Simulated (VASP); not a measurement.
# Si16Ge (a cell with a defect) in VASP: further runs

Si16Ge (a cell with a defect) is run at these levels: PBE+D3(BJ); tasks: single point.

Program: VASP 6.6.1. These are calculated values, not measurements. Logs are shortened: lines on timing, memory, paths and dates and some standing lists are left out, and cuts for length are marked.

### 1 The cell of the first run

The cell holds a defect, 17 atoms: a = 7.679 Å, b = 7.679 Å, c = 7.679 Å, α = 60.00°, β = 60.00°, γ = 60.00°.

### 2 Single point, PBE+D3(BJ)

Contents of INCAR:

```
PREC = Accurate
ENCUT = 520
EDIFF = 1E-7
ISMEAR = 0
SIGMA = 0.02
LREAL = Auto
LASPH = True
NELM = 100
ALGO = Normal
ISIF = 2
LWAVE = False
LCHARG = True
GGA = PE
IVDW = 12
LELF = True
LVHAR = True
NBANDS = 53
```

Contents of KPOINTS:

```
Automatic mesh
0
Gamma
  2 2 2
```

Contents of POSCAR:

```
Si16Ge
1.0
    0.0000000000      5.4300000000      5.4300000000
    5.4300000000      0.0000000000      5.4300000000
    5.4300000000      5.4300000000      0.0000000000
Si Ge
16 1
Direct
    0.0021631939      0.0075221425     -0.0113651219
    0.1300181576      0.1303858929      0.1202070377
    0.0071440985      0.0025391819      0.5024691040
    0.1247769195      0.1251103566      0.6254458455
   -0.0025825859      0.5011591912      0.0014264741
    0.1278407435      0.6220432354      0.1223764050
    0.0017922453      0.4882980924      0.5078413035
    0.1298550007      0.6200457631      0.6305435722
    0.5007905118     -0.0021694503      0.0007260136
    0.6196453628      0.1302347538      0.1203551946
    0.4879585529      0.0021563145      0.5028473173
    0.6217306709      0.1281681565      0.6284822851
    0.5000985629      0.5011244389      0.0014725080
    0.6247358917      0.6251473617      0.1254953760
    0.5007367504      0.5004117986      0.4981749485
    0.6195065959      0.6198852412      0.6307011909
    0.8747727278      0.8751083293      0.3754645461
```

Potentials or basis: VASP PAW PBE potentials, release 64 (Si, Ge_d).

On the command line:

```bash
cat potpaw_PBE.64/Si/POTCAR potpaw_PBE.64/Ge_d/POTCAR > POTCAR
mpirun -np 1 vasp_std > vasp.out
```

OUTCAR:

```text
PREC = Accurate
   ENCUT = 520
   EDIFF = 1E-7
   ISMEAR = 0
   LREAL = Auto
   LASPH = True
   NELM = 100
   ISIF = 2
   GGA = PE
   IVDW = 12
 IVDW          = 12

 ion  position               nearest neighbor table
   1  0.002  0.008  0.989-   4 2.28   2 2.40  10 2.40   6 2.42  17 2.43
   2  0.130  0.130  0.120-   9 2.33   5 2.33   3 2.40   1 2.40  17 2.77
   3  0.007  0.003  0.502-   4 2.28   2 2.40   8 2.40  12 2.42  17 2.43
   4  0.125  0.125  0.625-   3 2.28  11 2.28   7 2.28   1 2.28
   5  0.997  0.501  0.001-   2 2.33   8 2.33   6 2.33  14 2.34
   6  0.128  0.622  0.122-   5 2.33  13 2.33   7 2.42   1 2.42  17 2.75
   7  0.002  0.488  0.508-   4 2.28  16 2.40   8 2.40   6 2.42  17 2.43
   8  0.130  0.620  0.631-  15 2.33   5 2.33   3 2.40   7 2.40  17 2.77
   9  0.501  0.998  0.001-   2 2.33  10 2.33  12 2.33  14 2.34
  10  0.620  0.130  0.120-   9 2.33  13 2.33  11 2.40   1 2.40  17 2.77
  11  0.488  0.002  0.503-   4 2.28  16 2.40  10 2.40  12 2.42  17 2.43
  12  0.622  0.128  0.628-  15 2.33   9 2.33   3 2.42  11 2.42  17 2.75
  13  0.500  0.501  0.001-  16 2.33  10 2.33   6 2.33  14 2.34
  14  0.625  0.625  0.125-  15 2.34   5 2.34  13 2.34   9 2.34
  15  0.501  0.500  0.498-  16 2.33   8 2.33  12 2.33  14 2.34
  16  0.620  0.620  0.631-  15 2.33  13 2.33  11 2.40   7 2.40  17 2.77
  17  0.875  0.875  0.375-   3 2.43   7 2.43  11 2.43   1 2.43  12 2.75   6 2.75   8 2.77  10 2.77
                            16 2.77   2 2.77

  LATTYP: Found a face centered cubic cell.
 ALAT       =    10.8600000000

  Lattice vectors:

 A1 = (   0.0000000000,   5.4300000000,   5.4300000000)
 A2 = (   5.4300000000,   0.0000000000,   5.4300000000)
 A3 = (   5.4300000000,   5.4300000000,   0.0000000000)

Analysis of symmetry for initial positions (statically):
=====================================================================
 Subroutine PRICEL returns:
 Original cell was already a primitive cell.

 Routine SETGRP: Setting up the symmetry group for a
 face centered cubic supercell.

 Subroutine GETGRP returns: Found  1 space group operations
 (whereof  1 operations were pure point group operations)
 out of a pool of 48 trial point group operations.

The static configuration has the point symmetry C_1 .

Analysis of symmetry for dynamics (positions and initial velocities):
=====================================================================
 Subroutine PRICEL returns:
 Original cell was already a primitive cell.

 Routine SETGRP: Setting up the symmetry group for a
 face centered cubic supercell.

 Subroutine GETGRP returns: Found  1 space group operations
 (whereof  1 operations were pure point group operations)
 out of a pool of 48 trial point group operations.

The dynamic configuration has the point symmetry C_1 .

 Subroutine INISYM returns: Found  1 space group operations
 (whereof  1 operations are pure point group operations),
 and found     1 'primitive' translations

----------------------------------------------------------------------------------------

                                     Primitive cell

  volume of cell :     320.2060

  direct lattice vectors                    reciprocal lattice vectors
     0.000000000  5.430000000  5.430000000    -0.092081031  0.092081031  0.092081031
     5.430000000  0.000000000  5.430000000     0.092081031 -0.092081031  0.092081031
     5.430000000  5.430000000  0.000000000     0.092081031  0.092081031 -0.092081031

  length of vectors
     7.679179644  7.679179644  7.679179644     0.159489025  0.159489025  0.159489025

  position of ions in fractional coordinates (direct lattice)
     0.002163194  0.007522143  0.988634878
     0.130018158  0.130385893  0.120207038
     0.007144098  0.002539182  0.502469104
     0.124776920  0.125110357  0.625445846
     0.997417414  0.501159191  0.001426474
     0.127840744  0.622043235  0.122376405
[... 9 lines left out ...]
     0.619506596  0.619885241  0.630701191
     0.874772728  0.875108329  0.375464546

  ion indices of the primitive-cell ions
   primitive index   ion index
                 1           1
                 2           2
                 3           3
                 4           4
                 5           5
                 6           6
[... 9 lines left out ...]
                16          16
                17          17

----------------------------------------------------------------------------------------

 KPOINTS: Automatic mesh

Automatic generation of k-mesh.
 Grid dimensions read from file:
 generate k-points for:    2    2    2

 Generating k-lattice:

  Cartesian coordinates                     Fractional coordinates (reciprocal lattice)
    -0.046040516  0.046040516  0.046040516     0.500000000  0.000000000  0.000000000
     0.046040516 -0.046040516  0.046040516     0.000000000  0.500000000  0.000000000
     0.046040516  0.046040516 -0.046040516     0.000000000  0.000000000  0.500000000

  Length of vectors
     0.079744512  0.079744512  0.079744512

  Shift w.r.t. Gamma in fractional coordinates (k-lattice)
     0.000000000  0.000000000  0.000000000

 Subroutine IBZKPT returns following result:
 ===========================================

 Found      8 irreducible k-points:

 Following reciprocal coordinates:
            Coordinates               Weight
  0.000000  0.000000  0.000000      1.000000
  0.500000  0.000000  0.000000      1.000000
  0.000000  0.500000  0.000000      1.000000
  0.000000  0.000000  0.500000      1.000000
  0.500000  0.500000  0.500000      1.000000
  0.500000  0.500000  0.000000      1.000000
  0.000000  0.500000  0.500000      1.000000
  0.500000  0.000000  0.500000      1.000000
   k-points           NKPTS =      8   k-points in BZ     NKDIM =      8   number of bands    NBANDS=     53
   number of dos      NEDOS =    301   number of ions     NIONS =     17
   total plane-waves  NPLWV = 216000
   dimension x,y,z NGX =    60 NGY =   60 NGZ =   60
   dimension x,y,z NGXF=   120 NGYF=  120 NGZF=  120
   ions per type =              16   1
   NGX,Y,Z   is equivalent  to a cutoff of  12.99, 12.99, 12.99 a.u.
   NGXF,Y,Z  is equivalent  to a cutoff of  25.98, 25.98, 25.98 a.u.
 SYSTEM =  unknown system
   PREC   = accura    normal or accurate (medium, high low for compatibility)
   ISTART =      0    job   : 0-new  1-cont  2-samecut
   ICHARG =      2    charge: 1-file 2-atom 10-const
   ISPIN  =      1    spin polarized calculation?
   LNONCOLLINEAR =      F non collinear calculations
   LSORBIT =      F    spin-orbit coupling
   LASPH  =      T    aspherical Exc in radial PAW
   ENCUT  =  520.0 eV  38.22 Ry    6.18 a.u.  14.28 14.28 14.28*2*pi/ulx,y,z
   NELM   =    100;   NELMIN=  2; NELMDL= -5     # of ELM steps
   EDIFF  = 0.1E-06   stopping-criterion for ELM
   LREAL  =      T    real-space projection
   EDIFFG = 0.1E-05   stopping-criterion for IOM
   NSW    =      0    number of steps for IOM
   IBRION =     -1    ionic relax: 0-MD 1-quasi-New 2-CG
   NFREE  =      0    steps in history (QN), initial steepest desc. (CG)
   ISIF   =      2    stress and relaxation
   ISYM   =      2    0-nonsym 1-usesym 2-fastsym
   POTIM  = 0.5000    time-step for ionic-motion
   TEBEG  =    0.0;   TEEND  =   0.0 temperature during run
   PSTRESS=    0.0 pullay stress
   NELECT =      78.0000    total number of electrons
   NUPDOWN=      -1.0000    fix difference up-down
   EMIN   =  10.00;   EMAX   =-10.00  energy-range for DOS
   EFERMI =   0.00;   METHOD = LEGACY
   ISMEAR =     0;   SIGMA  =   0.02  broadening in eV -4-tet -1-fermi 0-gaus
   EFERMI_NEDOS =   21; number of points for ismear=-14 and -15
   IALGO  =     38    algorithm
   IMIX   =      4    mixing-type and parameters
     AMIX     =   0.40;   BMIX     =  1.00
     AMIX_MAG =   1.60;   BMIX_MAG =  1.00
  volume/ion in A,a.u.               =      18.84       127.11
  Fermi-wavevector in a.u.,A,eV,Ry     =   1.022421  1.932096 14.222785  1.045345
  Thomas-Fermi vector in A             =   2.156100
   LORBIT       =      0    0 simple, 1 ext, 2 COOP (PROOUT), +10 PAW based schemes
   GGA     = PE    functional components
   LHFCALC =     F    Hartree Fock is set to
   AEXX    =    0.0000 exact exchange contribution
   IVDW    =    12    specifies the selected vdW correction
   LEPSILON=     F    determine dielectric tensor
   LRPA    =     F    only Hartree local field effects (RPA)
 non-spin polarized calculation
 Gauss-broadening in eV      SIGMA  =   0.02
  energy-cutoff  :      520.00
  volume of cell :      320.21
 maximum number of plane-waves:      8646
 NGX is ok and might be reduce to    60
   NGX = 29   NGY = 29   NGZ = 29

 number of electron      77.9999997 magnetization

 Free energy of the ion-electron system (eV)
  ---------------------------------------------------
  ext. energy  EPLUGINS =         0.00000000
  ---------------------------------------------------
  free energy    TOTEN  =       -86.69298660 eV

  energy without entropy =      -86.69276531  energy(sigma->0) =      -86.69287595

 E-fermi :   6.9450     XC(G=0):  -9.7502

 val. band max:        6.9126753880   @ k =   0.0000   0.0000   0.0000
 cond. band min:       6.9815303621   @ k =   0.0000   0.0000   0.0000
 fundamental gap:      0.0688549741
 Fermi energy:         6.9449819284

 k-point     1 :       0.0000    0.0000    0.0000
  band No.  band energies     occupation
      1     -18.2671      2.00000
      2     -18.2670      2.00000
      3     -18.2665      2.00000
      4     -18.2547      2.00000
      5     -18.2517      2.00000
      6      -6.5240      2.00000
[... 43 lines left out ...]
     50       8.1162      0.00000
     51       9.0713      0.00000

 k-point     2 :       0.5000    0.0000    0.0000
  band No.  band energies     occupation
      1     -18.2671      2.00000
      2     -18.2670      2.00000
      3     -18.2665      2.00000
      4     -18.2547      2.00000
      5     -18.2517      2.00000
      6      -6.1914      2.00000
[... 316 lines left out ...]
 k-point     8 :       0.5000    0.0000    0.5000
  band No.  band energies     occupation
      1     -18.2671      2.00000
      2     -18.2670      2.00000
      3     -18.2665      2.00000
      4     -18.2547      2.00000
      5     -18.2517      2.00000
      6      -6.0833      2.00000
[... 43 lines left out ...]
     50      10.3149      0.00000
     51      10.3420      0.00000
 [bands above 51 left out]

------------------------ aborting loop because EDIFF is reached ----------------------------------------

 Edisp (eV)   -5.66649

 E8    (eV) :    -2.3554

  FORCE on cell =-STRESS in cart. coord.  units (eV):
  Direction    XX          YY          ZZ          XY          YZ          ZX
  --------------------------------------------------------------------------------------
  -------------------------------------------------------------------------------------
  Total       6.77531     7.60726     7.67541    -0.00043     0.00054    -0.00030
  in kB      33.90082    38.06354    38.40455    -0.00217     0.00269    -0.00152
  external pressure =       36.79 kB  Pullay stress =        0.00 kB

 VOLUME and BASIS-vectors are now :
 -----------------------------------------------------------------------------
  energy-cutoff  :      520.00
  volume of cell :      320.21
      direct lattice vectors                 reciprocal lattice vectors
     0.000000000  5.430000000  5.430000000    -0.092081031  0.092081031  0.092081031
     5.430000000  0.000000000  5.430000000     0.092081031 -0.092081031  0.092081031
     5.430000000  5.430000000  0.000000000     0.092081031  0.092081031 -0.092081031

 POSITION                                       TOTAL-FORCE (eV/Angst)
 -----------------------------------------------------------------------------------
      5.40913      5.38003      0.05259        -0.003234      0.003292     -0.006181
      1.36072      1.35872      1.41399         0.000234     -0.000799      0.000325
      2.74219      2.76720      0.05258         0.003665     -0.001373     -0.003354
      4.07552      4.07371      1.35689        -0.000884     -0.000545      0.000431
      2.72904      5.42372      8.13727        -0.000203      0.003977      0.003796
      4.04220      1.35868      4.07187         0.003019     -0.000449      0.000627
[... 9 lines left out ...]
      6.79068      6.78863      6.72990         0.001615      0.001916     -0.000624
      6.79061      6.78879      9.50185        -0.001851     -0.000975      0.000528
 -----------------------------------------------------------------------------------
    total drift:                               -0.008453     -0.003267      0.000107

  FREE ENERGIE OF THE ION-ELECTRON SYSTEM (eV)
  ---------------------------------------------------
  free  energy   TOTEN  =       -92.3594744440 eV

  energy  without entropy=      -92.3592531499  energy(sigma->0) =      -92.35936380
```

It took 4.7 min on 1 thread of AMD EPYC 7R13 (Zen 3), shared host; peak memory 0.45 GiB.

Results:

| Item | Value |
| --- | --- |
| Free energy | -92.3595 eV |
| Pressure | 3.7 GPa |
| Largest force | 0.008 eV/Å |
| Band gap on the k mesh | zero (bands 39 and 40 overlap by 0.34 eV) |
| Dispersion energy per atom | -0.333 eV |

Forces on the atoms (eV/Å):
```
Si  -0.003  0.003 -0.006
Si   0.000 -0.001  0.000
Si   0.004 -0.001 -0.003
Si  -0.001 -0.001  0.000
Si   0.000  0.004  0.004
Si   0.003  0.000  0.001
Si  -0.004 -0.003  0.005
Si   0.001  0.001 -0.002
Si   0.001 -0.001  0.003
Si   0.000  0.000  0.002
Si   0.003  0.001  0.003
Si  -0.001  0.000  0.000
Si   0.000 -0.003 -0.005
Si  -0.003 -0.001  0.001
Si   0.000  0.002 -0.003
Si   0.002  0.002 -0.001
Ge  -0.002 -0.001  0.001
```

Stress tensor (GPa, compression positive):
```
3.39 0.00 0.00
0.00 3.81 0.00
0.00 0.00 3.84
```

Levels at points of the mesh, in eV from the Fermi level:
```
           k point  band 37  band 38  band 39  band 40  band 41  band 42
(0.00, 0.00, 0.00)    -0.80    -0.80    -0.28    -0.28    -0.24    -0.03
(0.50, 0.00, 0.00)    -1.49    -1.48    -0.34     0.49     0.52     0.85
(0.00, 0.50, 0.00)    -1.49    -1.48    -0.34     0.49     0.52     0.85
(0.00, 0.00, 0.50)    -1.49    -1.48    -0.34     0.49     0.52     0.85
(0.50, 0.50, 0.50)    -1.49    -1.48    -0.34     0.49     0.52     0.85
(0.50, 0.50, 0.00)    -1.90    -1.31     0.04     0.78     1.00     1.03
(0.00, 0.50, 0.50)    -1.95    -1.35     0.06     0.78     1.01     1.01
(0.50, 0.00, 0.50)    -1.91    -1.32     0.04     0.78     1.00     1.03
```

Caveat: the k points lie up to 0.50 Å⁻¹ apart.

### 3 Single point, PBE+D3(BJ)

Contents of INCAR:

```
PREC = Accurate
ENCUT = 520
EDIFF = 1E-6
ISMEAR = 0
SIGMA = 0.02
LREAL = Auto
LASPH = True
NELM = 80
ALGO = Normal
ISIF = 2
LWAVE = False
LCHARG = False
GGA = PE
IVDW = 12
NBANDS = 53
```

KPOINTS is that of step 2.

Contents of POSCAR:

```
Si16Ge
1.0
    0.0000000000      5.4300000000      5.4300000000
    5.4300000000      0.0000000000      5.4300000000
    5.4300000000      5.4300000000      0.0000000000
Si Ge
16 1
Direct
    0.0001234520      0.0005163255     -0.0003429742
    0.1240831893      0.1245646360      0.1243767964
    0.0030111106      0.0034343499      0.4967453022
    0.1241144008      0.1245133845      0.6269307251
    0.0052554251      0.4954000388      0.0047986899
    0.1248647791      0.6278075555      0.1236042317
    0.0054199177      0.4952240264      0.4943041264
    0.1367752427      0.6178709408      0.6224351309
    0.4947939054      0.0058849261      0.0049565355
    0.6274129105      0.1252826841      0.1236361049
    0.4949434097      0.0057139296      0.4944528732
    0.6174251357      0.1373135665      0.6227862215
    0.4972347485      0.4976512476      0.0025150039
    0.6229009606      0.6237492401      0.1364903768
    0.4999749975      0.5005090261      0.4997021816
    0.6232924855      0.6233293603      0.6167745212
    0.7499215892      0.7505379022      0.7497073532
```

Potentials or basis: VASP PAW PBE potentials, release 64 (Si, Ge_d).

On the command line:

```bash
cat potpaw_PBE.64/Si/POTCAR potpaw_PBE.64/Ge_d/POTCAR > POTCAR
mpirun -np 1 vasp_std > vasp.out
```

It took 4.6 min on 1 thread of AMD EPYC 7R13 (Zen 3), shared host; peak memory 0.45 GiB.

The run converged. Its results:

```
Free energy                : -92.3594 eV
Pressure                   : 3.7 GPa
Largest force              : 0.023 eV/Å
Band gap on the k mesh     : zero (bands 39 and 40 overlap by 0.34 eV)
Dispersion energy per atom : -0.333 eV
```

Forces on the atoms (eV/Å):
```
Si   0.000  0.000 -0.001
Si   0.009  0.006 -0.010
Si   0.001 -0.001  0.002
Si  -0.009 -0.007 -0.010
Si   0.000  0.002  0.000
Si  -0.008  0.006  0.012
Si  -0.002  0.000  0.000
Si   0.008 -0.005  0.016
Si   0.002  0.000  0.000
Si   0.008 -0.006  0.012
Si   0.000 -0.002  0.001
Si  -0.008  0.005  0.017
Si   0.001 -0.001  0.001
Si  -0.010 -0.008 -0.020
Si  -0.001  0.001  0.000
Si   0.010  0.007 -0.020
Ge  -0.001  0.002  0.000
```

Stress tensor (GPa, compression positive):
```
3.84 0.00 0.00
0.00 3.81 0.00
0.00 0.00 3.39
```

Levels at points of the mesh, in eV from the Fermi level:
```
           k point  band 35  band 36  band 37  band 38  band 39  band 40  band 41  band 42  band 43  band 44
(0.00, 0.00, 0.00)    -1.75    -0.85    -0.80    -0.79    -0.28    -0.28    -0.24    -0.04     0.04     0.40
(0.50, 0.00, 0.00)    -1.54    -1.54    -1.49    -1.48    -0.34     0.48     0.53     0.86     0.86     1.23
(0.00, 0.50, 0.00)    -1.54    -1.54    -1.49    -1.48    -0.34     0.48     0.53     0.86     0.86     1.23
(0.00, 0.00, 0.50)    -1.54    -1.54    -1.49    -1.48    -0.34     0.49     0.53     0.86     0.86     1.23
(0.50, 0.50, 0.50)    -1.54    -1.54    -1.49    -1.48    -0.34     0.49     0.53     0.86     0.86     1.23
(0.50, 0.50, 0.00)    -2.08    -2.08    -1.96    -1.35     0.06     0.78     1.01     1.01     1.05     1.93
(0.00, 0.50, 0.50)    -2.11    -2.10    -1.90    -1.31     0.04     0.78     1.00     1.03     1.08     1.89
(0.50, 0.00, 0.50)    -2.11    -2.09    -1.90    -1.31     0.04     0.78     0.99     1.03     1.08     1.89
```

Caveat: the k points lie up to 0.50 Å⁻¹ apart.

(Part 1 of 2 ends here.)

The gap in the log of VASP goes by the Fermi energy; the results here count the filled bands.